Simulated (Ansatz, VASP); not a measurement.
## Two plane-wave programs on EuS

INCAR

```
PREC = Accurate
ENCUT = 600
EDIFF = 1E-6
ISMEAR = 0
SIGMA = 0.05
LREAL = False
LASPH = True
NELM = 200
ALGO = Normal
ISIF = 2
LWAVE = False
LCHARG = False
ISPIN = 2
MAGMOM = 7.51 -7.51 0.03 -0.03
LORBIT = 11
LMAXMIX = 6
LDAU = True
LDAUTYPE = 1
LDAUL = 3 -1
LDAUU = 4 0
LDAUJ = 0.7 0
LDAUPRINT = 1
GGA = PE
NBANDS = 35
GGA_COMPAT = False
```

The input KPOINTS:

```
regular mesh
0
Gamma
  6 6 6
```

Contents of POSCAR:

```
EuS
1.0
    0.0000000000      2.9785018700      2.9785018700
    5.9570037400      2.9785018700      2.9785018700
    5.9570037400      5.9570037400      0.0000000000
Eu S
2 2
Direct
    0.5000000000      0.5000000000      0.0000000000
    0.5000000000      0.5000000000      0.5000000000
    0.0000000000      0.0000000000      0.0000000000
    0.0000000000      0.0000000000      0.5000000000
```

Input for Ansatz:

```yaml
crystal:
  lattice:
    - [0.0, 2.97850187, 2.97850187]
    - [5.95700374, 2.97850187, 2.97850187]
    - [5.95700374, 5.95700374, 0.0]
  atoms:
    - { symbol: Eu, position: [0.5, 0.5, 0.0], spin: 7.0 }
    - { symbol: S, position: [0.0, 0.0, 0.0] }
    - { symbol: Eu, position: [0.5, 0.5, 0.5], spin: -7.0 }
    - { symbol: S, position: [0.0, 0.0, 0.5] }
basis:
  ecutwfc: 420
  ecutrho_ratio: 4
kpoints:
  mp_grid: { grid: [6, 6, 6] }
hamiltonian:
  xc: pbe
  hubbard:
    sites:
      - { site: 0, l: f, u: 4.0, j: 0.7, starting_ns: [{ spin: up, occupation_matrix: s0up }, { spin: down, occupation_matrix: s0down }] }
      - { site: 2, l: f, u: 4.0, j: 0.7, starting_ns: [{ spin: up, occupation_matrix: s2up }, { spin: down, occupation_matrix: s2down }] }
    occupation_matrices:
      s0up:
        matrix:
          - [0.97, 0.0, 0.0, 0.0, 0.0, 0.0, 0.0]
          - [0.0, 0.97, 0.0, 0.0, 0.0, 0.0, 0.0]
          - [0.0, 0.0, 0.97, 0.0, 0.0, 0.0, 0.0]
          - [0.0, 0.0, 0.0, 0.97, 0.0, 0.0, 0.0]
          - [0.0, 0.0, 0.0, 0.0, 0.97, 0.0, 0.0]
          - [0.0, 0.0, 0.0, 0.0, 0.0, 0.97, 0.0]
          - [0.0, 0.0, 0.0, 0.0, 0.0, 0.0, 0.97]
      s0down:
        matrix:
          - [0.02, 0.0, 0.0, 0.0, 0.0, 0.0, 0.0]
          - [0.0, 0.02, 0.0, 0.0, 0.0, 0.0, 0.0]
          - [0.0, 0.0, 0.02, 0.0, 0.0, 0.0, 0.0]
          - [0.0, 0.0, 0.0, 0.02, 0.0, 0.0, 0.0]
          - [0.0, 0.0, 0.0, 0.0, 0.02, 0.0, 0.0]
          - [0.0, 0.0, 0.0, 0.0, 0.0, 0.02, 0.0]
          - [0.0, 0.0, 0.0, 0.0, 0.0, 0.0, 0.02]
      s2up:
        matrix:
          - [0.02, 0.0, 0.0, 0.0, 0.0, 0.0, 0.0]
          - [0.0, 0.02, 0.0, 0.0, 0.0, 0.0, 0.0]
          - [0.0, 0.0, 0.02, 0.0, 0.0, 0.0, 0.0]
          - [0.0, 0.0, 0.0, 0.02, 0.0, 0.0, 0.0]
          - [0.0, 0.0, 0.0, 0.0, 0.02, 0.0, 0.0]
          - [0.0, 0.0, 0.0, 0.0, 0.0, 0.02, 0.0]
          - [0.0, 0.0, 0.0, 0.0, 0.0, 0.0, 0.02]
      s2down:
        matrix:
          - [0.97, 0.0, 0.0, 0.0, 0.0, 0.0, 0.0]
          - [0.0, 0.97, 0.0, 0.0, 0.0, 0.0, 0.0]
          - [0.0, 0.0, 0.97, 0.0, 0.0, 0.0, 0.0]
          - [0.0, 0.0, 0.0, 0.97, 0.0, 0.0, 0.0]
          - [0.0, 0.0, 0.0, 0.0, 0.97, 0.0, 0.0]
          - [0.0, 0.0, 0.0, 0.0, 0.0, 0.97, 0.0]
          - [0.0, 0.0, 0.0, 0.0, 0.0, 0.0, 0.97]
    ns_hold: { iters: 12 }
scf:
  occupations: { method: gaussian, width: 0.05 }
  lower_state_search: "off"
  max_iter: 150
output:
  forces: true
  stress: true
  eigenvalues: true
  populations: true
  hubbard: { sites: [{ site: 0, l: f }, { site: 2, l: f }] }
magnetization:
  spin_polarized: true
```

Alike in both runs: task single point; functional PBE; k mesh 6 × 6 × 6; occupations gaussian, width 0.05 eV; collinear spin; Hubbard terms Eu f U = 4.0 eV, J = 0.7 eV.

|  | VASP | Ansatz |
| --- | --- | --- |
| version | VASP 6.6.1 | Ansatz 0.2.0 |
| potentials or method | VASP PAW PBE potentials, release 64 (Eu, S), cutoff 600 eV | scalar-relativistic, plane waves, PAW |
| valence electrons in the cell | 46 | 46 |

```tsv
	VASP	Ansatz	Ansatz less VASP
gap on the k mesh at the Fermi level (eV)	0.04	0.36	+0.318
least direct gap on the mesh (eV)	0.04	0.36	+0.318
pressure (GPa)	-0.1	0.0	+0.09
net moment per atom (μB)	0.00	0.00	0.000
size of the moment on the site where the two differ most (μB)	6.67	6.83	+0.165
```

Site moments also hang on the region over which each program counts them. The programs project onto different local orbitals, so the same U acts differently, and such runs can settle in different states.

Neither program's run includes spin-orbit coupling.
